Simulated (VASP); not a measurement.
Input of a VASP 6.6.1 run:

The input INCAR:

```
SYSTEM = Pd
PREC = Accurate
ENCUT = 520
EDIFF = 1E-6
ISMEAR = 0
SIGMA = 0.15
LREAL = .False.
LASPH = .True.
NELM = 100
ALGO = Fast
ISIF = 2
LWAVE = .False.
LCHARG = .False.
GGA = PE
NBANDS = 28
```

Contents of KPOINTS:

```
Automatic mesh
0
Gamma
  24 24 6
  0 0 0
```

File POSCAR:

```
Pd
1.0
    2.6927881426      0.0000000000      0.0000000000
   -1.3463940713      2.3320229385      0.0000000000
    0.0000000000      0.0000000000      9.7808376764
Pd
4
Direct
    0.0000000000      0.0000000000      0.0000000000
    0.3333333333      0.6666666667      0.2500000000
    0.0000000000      0.0000000000      0.5000000000
    0.6666666667      0.3333333333      0.7500000000
```

Potentials or basis: VASP PAW PBE potentials, release 64 (Pd).

Launch:

```sh
$ cat potpaw_PBE.64/Pd/POTCAR > POTCAR
$ mpirun -np 1 vasp_std > vasp.out
```

**Question.** Estimate the pressure.

**Answer.** 1.8 GPa.

**Question.** What does it give for the band gap on the k mesh?

**Answer.** Zero (bands 20 and 21 overlap by 0.97 eV).

Stress tensor (GPa, compression positive):
```
 6.72  0.00  0.00
 0.00  6.72  0.00
 0.00  0.00 -8.20
```
